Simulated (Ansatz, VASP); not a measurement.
## Ge in VASP and in Ansatz

```
Ge
1.0
    -2.60040    2.60040    1.42787
     2.60040   -2.60040    1.42787
     2.60040    2.60040   -1.42787
Ge
2
Cartesian
  0.0000 -1.3002 -0.3570
  0.0000 1.3002 0.3570
```

Alike in both runs: functional PBE; k mesh 17 × 17 × 17; occupations fermi-dirac, width 0.1 eV; no spin polarisation.

Ansatz relaxed the structure, and its values are those at the end. VASP's run is a single point on that final structure, the one shown.

```csv
,VASP,Ansatz
version,VASP 6.6.1,Ansatz 0.2.0
potentials or method,"VASP PAW PBE potentials, release 64 (Ge_d)","PAW with Ansatz's default frozen-core files, scalar-relativistic"
plane-wave cutoff (eV),520,420
valence electrons in the cell,28,28
```

```csv
,VASP,Ansatz,Ansatz less VASP
pressure (GPa),-0.1,0.0,+0.11
```
